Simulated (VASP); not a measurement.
# ZrB2 (dpbe) (P6/mmm) in VASP: a series of runs, part 2 of 2

VASP 6.6.1.

## 3. Relaxation of cell and atoms, PBE

File INCAR:

```
SYSTEM = ZrB2
  PREC = Accurate
  ENCUT = 600
  EDIFF = 1E-6
  ISMEAR = 0
  SIGMA = 0.1
  LREAL = .False.
  LASPH = .True.
  NELM = 60
  ALGO = Normal
  ISIF = 3
  LWAVE = .False.
  LCHARG = .False.
  GGA = PE
  IBRION = 2
  NSW = 100
  EDIFFG = -0.002
```

File KPOINTS:

```
Automatic mesh
0
Gamma
  12 12 10
  0 0 0
```

File POSCAR:

```
ZrB2
1.0
    3.1675246600      0.0000000000      0.0000000000
   -1.5837623300      2.7431568200      0.0000000000
    0.0000000000      0.0000000000      3.5523880600
Zr B
1 2
Direct
    0.0000000000      0.0000000000      0.0000000000
    0.3333333300      0.6666666700      0.5000000000
    0.6666666700      0.3333333300      0.5000000000
```

Potentials or basis: VASP PAW PBE potentials, release 64 (Zr_sv, B).

Command:

```sh
$ cat potpaw_PBE.64/Zr_sv/POTCAR potpaw_PBE.64/B/POTCAR > POTCAR
$ mpirun -np 1 vasp_std > vasp.out
```

OUTCAR:

```text
SYSTEM = ZrB2
   PREC = Accurate
   ENCUT = 600
   EDIFF = 1E-6
   ISMEAR = 0
   LREAL = .False.
   LASPH = .True.
   NELM = 60
   ISIF = 3
   GGA = PE
   IBRION = 2
   NSW = 100
   EDIFFG = -0.002

 ion  position               nearest neighbor table
   1  0.000  0.000  0.000-   2 2.55   3 2.55   2 2.55   3 2.55   2 2.55   2 2.55   3 2.55   3 2.55
                             3 2.55   3 2.55   2 2.55   2 2.55
   2  0.333  0.667  0.500-   3 1.83   3 1.83   3 1.83   1 2.55   1 2.55   1 2.55   1 2.55   1 2.55
                             1 2.55
   3  0.667  0.333  0.500-   2 1.83   2 1.83   2 1.83   1 2.55   1 2.55   1 2.55   1 2.55   1 2.55
                             1 2.55

  LATTYP: Found a hexagonal cell.
 ALAT       =     3.1675246600
 C/A-ratio  =     1.1215028899

  Lattice vectors:

 A1 = (   3.1675246600,   0.0000000000,   0.0000000000)
[... 381 lines left out ...]
 Fermi energy:        10.5764385722

 k-point     1 :       0.0000    0.0000    0.0000
  band No.  band energies     occupation
      1     -38.1702      2.00000
      2     -16.3550      2.00000
      3     -15.8036      2.00000
      4     -15.8036      2.00000
      5      -2.2330      2.00000
      6       7.8785      2.00000
      7       7.8785      2.00000
      8       7.8975      2.00000
      9       8.1076      2.00000
     10      13.8642      0.00000
     11      13.8642      0.00000
     12      14.6125      0.00000
     13      14.6125      0.00000
[... 354 lines left out ...]
  band No.  band energies     occupation
      1     -38.0822      2.00000
      2     -16.5086      2.00000
      3     -16.2554      2.00000
      4     -15.9602      2.00000
      5      -0.1977      2.00000
      6       4.0448      2.00000
      7       6.9257      2.00000
      8       7.4634      2.00000
      9       8.2621      2.00000
     10      12.6694      0.00000
     11      13.0761      0.00000
     12      14.0619      0.00000
     13      14.7174      0.00000

 [... further k-points ...]
[... 5 lines left out ...]
  --------------------------------------------------------------------------------------
  -------------------------------------------------------------------------------------
  Total       -0.0016301     -0.0016301     -0.0030536      0.0000000     -0.0000000     -0.0000000
  in kB       -0.0846023     -0.0846023     -0.1584858      0.0000000     -0.0000000     -0.0000000
  external PRESSURE =      -0.1092302 kB  Pullay stress =       0.0000000 kB
[... 18 lines left out ...]
  FREE ENERGIE OF THE ION-ELECTRON SYSTEM (eV)
  ---------------------------------------------------
  free  energy   TOTEN  =       -24.9822798312 eV

  energy  without entropy=      -24.9805252188  energy(sigma->0) =      -24.98140253

 reached required accuracy - stopping structural energy minimisation
```

OSZICAR:

```text
N       E                     dE             d eps       ncg     rms          rms(c)
DAV:   1     0.123654037068E+03    0.12365E+03   -0.10768E+04  2964   0.154E+03
DAV:   2    -0.212165195795E+02   -0.14487E+03   -0.13945E+03  3430   0.357E+02
DAV:   3    -0.275166742376E+02   -0.63002E+01   -0.62083E+01  4742   0.649E+01
DAV:   4    -0.276768520030E+02   -0.16018E+00   -0.16012E+00  3763   0.956E+00
[... 34 lines left out ...]
DAV:   4    -0.249822804633E+02    0.13504E-06   -0.10473E-06  2017   0.873E-03
   5 F= -.24982280E+02 E0= -.24981403E+02  d E =-.795081E-05
       N       E                     dE             d eps       ncg     rms          rms(c)
DAV:   1    -0.249822810698E+02   -0.47141E-06   -0.39934E-05  3354   0.737E-02    0.129E-02
DAV:   2    -0.249822800148E+02    0.10550E-05   -0.33967E-06  3238   0.217E-02    0.276E-03
DAV:   3    -0.249822798312E+02    0.18361E-06   -0.84186E-07  1633   0.827E-03
   6 F= -.24982280E+02 E0= -.24981403E+02  d E =-.731869E-05
```

Run time: 6 min. Hardware: 1 thread of AMD EPYC 7R13, shared host; peak memory 0.18 GiB.

What came out:

| Item | Value |
| --- | --- |
| Free energy | -24.9823 eV |
| Energy gained by relaxing | 0.1 meV/atom |
| Ionic steps | 6 |
| Pressure after relaxing | 0.0 GPa |
| Band gap on the k mesh | zero (band 9 reaches 11.03 eV, above the bottom of band 10 at 9.93 eV) |

Step by step:
| step | energy change (eV) | largest force (eV/Å) | pressure (GPa) | volume (Å³) |
| --- | --- | --- | --- | --- |
| 1 | 0.0000 | 0.0000 | 0.06 | 30.87 |
| 2 | -0.0002 | 0.0000 | -0.13 | 30.88 |
| 3 | -0.0002 | 0.0000 | -0.12 | 30.88 |
| 4 | -0.0002 | 0.0000 | 0.12 | 30.85 |
| 5 | -0.0002 | 0.0000 | 0.03 | 30.87 |
| 6 | -0.0002 | 0.0000 | -0.01 | 30.87 |

Final structure:
```
Zr B
1.0
     3.17115    0.00000    0.00000
    -1.58557    2.74629    0.00000
     0.00000    0.00000    3.54461
Zr B
1 2
Direct
  0.00000 0.00000 0.00000
  0.33333 0.66667 0.50000
  0.66667 0.33333 0.50000
```

## 4. Relaxation of cell and atoms, PBE

File INCAR:

```
PREC = Accurate ; ENCUT = 600
EDIFF = 1E-7 ; ISMEAR = -1
SIGMA = 0.15 ; LREAL = F
LASPH = T ; NELM = 80
ALGO = Normal ; ISIF = 3
LWAVE = F ; LCHARG = F
GGA = PE ; IBRION = 2
NSW = 80 ; EDIFFG = -0.001
```

File KPOINTS:

```
regular mesh
0
Gamma
  12 12 12
```

File POSCAR:

```
ZrB2
1.0
    3.1706809589      0.0000000000      0.0000000000
   -1.5853404795      2.7458902577      0.0000000000
    0.0000000000      0.0000000000      3.5435374382
Zr B
1 2
Direct
    0.0000000000      0.0000000000      0.0000000000
    0.3333333333      0.6666666667      0.5000000000
    0.6666666667      0.3333333333      0.5000000000
```

Potentials or basis: VASP PAW PBE potentials, release 64 (Zr_sv, B).

Command:

```sh
$ cat potpaw_PBE.64/Zr_sv/POTCAR potpaw_PBE.64/B/POTCAR > POTCAR
$ mpirun -np 1 vasp_std > vasp.out
```

OUTCAR:

```text
PREC = Accurate
   ENCUT = 600
   EDIFF = 1E-7
   ISMEAR = -1
   LREAL = F
   LASPH = T
   NELM = 80
   ISIF = 3
   GGA = PE
   IBRION = 2
   NSW = 80
   EDIFFG = -0.001

 ion  position               nearest neighbor table
   1  0.000  0.000  0.000-   2 2.55   3 2.55   2 2.55   3 2.55   3 2.55   3 2.55   2 2.55   2 2.55
                             3 2.55   3 2.55   2 2.55   2 2.55
   2  0.333  0.667  0.500-   3 1.83   3 1.83   3 1.83   1 2.55   1 2.55   1 2.55   1 2.55   1 2.55
                             1 2.55
   3  0.667  0.333  0.500-   2 1.83   2 1.83   2 1.83   1 2.55   1 2.55   1 2.55   1 2.55   1 2.55
                             1 2.55

  LATTYP: Found a hexagonal cell.
 ALAT       =     3.1706809589
 C/A-ratio  =     1.1175950795

  Lattice vectors:

 A1 = (   3.1706809589,   0.0000000000,   0.0000000000)
[... 388 lines left out ...]
      3     -15.8030      2.00000
      4     -15.8030      2.00000
      5      -2.2327      2.00000
      6       7.8750      2.00000
      7       7.8750      2.00000
      8       7.8989      2.00000
      9       8.1110      2.00000
     10      13.8634      0.00000
     11      13.8634      0.00000
     12      14.6165      0.00000
     13      14.6165      0.00000
[... 354 lines left out ...]
  band No.  band energies     occupation
      1     -38.0818      2.00000
      2     -16.5086      2.00000
      3     -16.2465      2.00000
      4     -15.9604      2.00000
      5      -0.2184      2.00000
      6       4.0610      2.00000
      7       6.9127      2.00000
      8       7.5039      2.00000
      9       8.2601      2.00000
     10      12.7827      0.00000
     11      13.0553      0.00000
     12      13.9409      0.00000
     13      14.6469      0.00000

 [... further k-points ...]

------------------------ aborting loop because EDIFF is reached ----------------------------------------

  FORCE on cell =-STRESS in cart. coord.  units (eV):
  Direction    XX          YY          ZZ          XY          YZ          ZX
  --------------------------------------------------------------------------------------
  -------------------------------------------------------------------------------------
  Total        0.0005197      0.0005197     -0.0015415     -0.0000000     -0.0000000      0.0000000
  in kB        0.0269705      0.0269705     -0.0800043     -0.0000000     -0.0000000      0.0000000
  external PRESSURE =      -0.0086878 kB  Pullay stress =       0.0000000 kB
[... 18 lines left out ...]
  FREE ENERGIE OF THE ION-ELECTRON SYSTEM (eV)
  ---------------------------------------------------
  free  energy   TOTEN  =       -24.9919141244 eV

  energy  without entropy=      -24.9723576707  energy(sigma->0) =      -24.98213590

 reached required accuracy - stopping structural energy minimisation
```

Run time: 13 min. Hardware: 1 thread of AMD EPYC 7R13, shared host; peak memory 0.19 GiB.

What came out:

```yaml
Free_energy: -24.9919 eV
Relaxed_volume: 10.29 Å³/atom
Relaxed_cell: a = 3.172 Å, b = 3.172 Å, c = 3.544 Å, α = 90.00°, β = 90.00°, γ = 120.00°
Space_group_after_relaxing_to_0.05_Å: P6/mmm (No. 191)
Energy_gained_by_relaxing: 0.0 meV/atom
Ionic_steps: 15
Pressure_after_relaxing: 0.0 GPa
Band_gap_on_the_k_mesh: zero (band 9 reaches 11.26 eV, above the bottom of band 10 at 9.93 eV)
```

Final structure:
```xyz
3
Lattice="3.1717 0.0000 0.0000 -1.5859 2.7468 0.0000 0.0000 0.0000 3.5435" Properties=species:S:1:pos:R:3 pbc="T T T"
Zr    3.1717    0.0000    0.0000
B     0.0000    1.8312    1.7718
B     1.5859    0.9156    1.7718
```

Levels at points of the mesh, in eV from the Fermi level:
```tsv
k point	band 6	band 7	band 8	band 9	band 10	band 11	band 12	band 13
(0.00, 0.00, 0.00)	-2.61	-2.61	-2.58	-2.37	3.38	3.38	4.13	4.13
(0.50, 0.00, 0.00)	-8.51	-3.90	-3.05	-2.67	2.21	2.29	4.91	4.97
(0.00, 0.00, 0.50)	-6.95	-0.96	-0.96	0.35	0.35	0.77	0.77	1.78
(0.50, 0.00, 0.50)	-7.00	-4.59	-4.12	-2.01	3.69	4.07	5.28	6.17
```

## 5. The runs side by side

```csv
task,cell,k mesh,cutoff (eV),smearing,gap on the mesh (eV),pressure (GPa),relaxed volume (Å³/atom)
single point,"a = 3.171, b = 3.171, c = 3.543 Å, angles 90.0, 90.0, 120.0°, 3 atoms",12 × 12 × 12,520,fermi-dirac 0.15 eV,none,0.1,-
relaxation of cell and atoms,"relaxed from a = 3.168, b = 3.168, c = 3.552 Å, angles 90.0, 90.0, 120.0°, 3 atoms",12 × 12 × 10,600,gaussian 0.1 eV,none,0.0,10.29
relaxation of cell and atoms,"relaxed from a = 3.171, b = 3.171, c = 3.544 Å, angles 90.0, 90.0, 120.0°, 3 atoms",12 × 12 × 12,600,fermi-dirac 0.15 eV,none,0.0,10.29
```

Alike in all rows: level PBE; potentials or basis VASP PAW PBE potentials, release 64 (Zr_sv, B); no spin polarisation.

Absolute energies hang on the potentials; compare differences alone.
